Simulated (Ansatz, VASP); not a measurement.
# TiB2 in VASP and in Ansatz

The input INCAR:

```
SYSTEM = TiB2
ALGO     = Normal         ! electronic algorithm
EDIFF    = 1E-7           ! SCF threshold, eV
EDIFFG   = -0.05          ! ionic threshold
ENCUT    = 500            ! plane-wave cutoff, eV
GGA      = PE             ! functional
GGA_COMPAT= .FALSE.      
IBRION   = 2              ! ionic algorithm
ISIF     = 3              ! what is computed and relaxed
ISMEAR   = -1             ! smearing method
IVDW     = 13             ! dispersion correction
LASPH    = .TRUE.         ! aspherical terms in the spheres
LCHARG   = .FALSE.        ! write CHGCAR
LREAL    = .FALSE.        ! projectors in reciprocal space
LWAVE    = .FALSE.        ! write WAVECAR
NELM     = 120            ! most SCF steps
NELMIN   = 4            
NSW      = 80             ! ionic steps
PREC     = Accurate       ! precision mode
SIGMA    = 0.1            ! smearing width, eV
```

KPOINTS

```
k-points
0
G
  11 11 9
  0 0 0
```

File POSCAR:

```
TiB2
1.0
    3.0292000000      0.0000000000      0.0000000000
   -1.5146000000      2.6233640000      0.0000000000
    0.0000000000      0.0000000000      3.2284000000
Ti B
1 2
Direct
    0.0000000000      0.0000000000      0.0000000000
    0.3333333333      0.6666666667      0.5000000000
    0.6666666667      0.3333333333      0.5000000000
```

Input for Ansatz:

```yaml
crystal:
  lattice:
    - [3.0292, 0.0, 0.0]
    - [-1.5146, 2.623364, 0.0]
    - [0.0, 0.0, 3.2284]
  atoms:
    - { symbol: Ti, position: [0.0, 0.0, 0.0] }
    - { symbol: B, position: [0.3333333333333333, 0.6666666666666666, 0.5] }
    - { symbol: B, position: [0.6666666666666666, 0.3333333333333333, 0.5] }
kpoints:
  mp_grid:
    grid: [11, 11, 9]
    shift: [0.0, 0.0, 0.0]
hamiltonian:
  xc: pbe
  dispersion: d4
scf:
  convergence:
    dr2_threshold: 1.0e-09
  occupations:
    method: fermi_dirac
    width: 0.1
relax:
  f_tol: 0.05
  cell: {}
```

Alike in both runs: task relaxation of cell and atoms; functional PBE; dispersion D4; k mesh 11 × 11 × 9; occupations fermi-dirac, width 0.1 eV; no spin polarisation.

|  | VASP | Ansatz |
| --- | --- | --- |
| version | VASP 6.6.1 | Ansatz 0.2.0 |
| potentials or method | VASP PAW PBE potentials, release 64 (Ti_sv, B) | plane waves, PAW |
| plane-wave cutoff (eV) | 500 | 420 |
| valence electrons in the cell | 18 | 18 |

|  | VASP | Ansatz | Ansatz less VASP |
| --- | --- | --- | --- |
| relaxed volume (Å³/atom) | 8.30 | 8.30 | -0.004 |
| relaxed cell length with the largest relative difference (Å) | 3.011 | 3.010 | -0.0007 |

Ansatz's warnings: stress scf threshold loose.
